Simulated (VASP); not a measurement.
Runs of VASP 6.6.1 on Si. The structure is that of space group I4_1/amd (No. 141), or close to it. The cells are those of the table. 

```csv
cell,gap on the mesh (eV),pressure (GPa)
"a = 3.876, b = 3.876, c = 3.946 Å, angles 59.4, 59.4, 61.2°, 2 atoms",0.28,-2.1
"a = 3.856, b = 3.856, c = 3.994 Å, angles 58.8, 58.8, 62.4°, 2 atoms",none,(b)
"a = 4.015, b = 4.015, c = 3.714 Å, angles 62.5, 62.5, 55.1°, 2 atoms",none,(a)
"a = 3.825, b = 3.825, c = 4.092 Å, angles 57.7, 57.7, 64.7°, 2 atoms",none,-2.7
"a = 4.083, b = 4.083, c = 3.697 Å, angles 63.1, 63.1, 53.8°, 2 atoms",none,-4.3
```

Alike in all rows: task single point; level PBE; potentials or basis VASP PAW PBE potentials, release 64 (Si); no spin polarisation; k mesh 10 × 10 × 10; cutoff (eV) 520; smearing gaussian 0.05 eV.

**Question.** Fill in the values left out.

**Answer.** (a) -2.5; (b) -2.2.

Caveats: semilocal functionals underestimate gaps, so a narrow gap can read as zero (at least some runs); the cell stands under tension (at least some runs).

A k mesh can miss the band edges.

A gap of «none» marks levels without a gap at the run's occupations.
